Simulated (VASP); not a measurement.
Here is a VASP 6.6.1 calculation.

File INCAR:

```
SYSTEM = LaRhI6
PREC     = Accurate       ! precision mode
ENCUT    = 520            ! plane-wave cutoff, eV
EDIFF    = 1E-6           ! SCF threshold, eV
ISMEAR   = -1             ! smearing method
SIGMA    = 0.05           ! smearing width, eV
LREAL    = .False.        ! projectors in reciprocal space
LASPH    = .True.         ! aspherical terms in the spheres
NELM     = 80             ! most SCF steps
ALGO     = Normal         ! electronic algorithm
ISIF     = 2              ! what is computed and relaxed
LWAVE    = .False.        ! write WAVECAR
LCHARG   = .False.        ! write CHGCAR
GGA      = PS             ! functional
NBANDS   = 44             ! bands
```

File KPOINTS:

```
Automatic mesh
0
Gamma
  4 4 4
  0 0 0
```

File POSCAR:

```
LaRhI6
1.0
   -0.4975165155      5.5020509128      5.5008289418
    5.0011639008     -0.0017576367      4.9981239835
    5.0023317394      4.9987549553     -0.0029591867
La Rh I
1 1 6
Direct
    0.5090410493      0.4965410066      0.4865337010
    0.0090432758     -0.0034526328     -0.0134770132
    0.7795248095      0.3949557918      0.0350881091
    0.2385636093      0.5981350620      0.9379727444
    0.2385673333      0.9480023518      0.2039225584
    0.7795142588      0.0450895961      0.7691290079
    0.2385246078      0.2139312315      0.5882018199
    0.7795524515      0.7791703136      0.3848336229
```

Potentials or basis: VASP PAW PBE potentials, release 64 (La, Rh_pv, I).

Run with:

```sh
$ cat potpaw_PBE.64/La/POTCAR potpaw_PBE.64/Rh_pv/POTCAR potpaw_PBE.64/I/POTCAR > POTCAR
$ mpirun -np 1 vasp_std > vasp.out
```

(1) What does it give for the band gap on the k mesh?

(2) What does it give for the pressure?

Answers

(1) 0.68 eV (least direct gap 0.83 eV).

(2) 0.0 GPa.

Caveat: the PAW data sets were made with another functional, which shifts forces and pressure a little; spin-orbit coupling is left out, which moves the levels of the heavy elements.
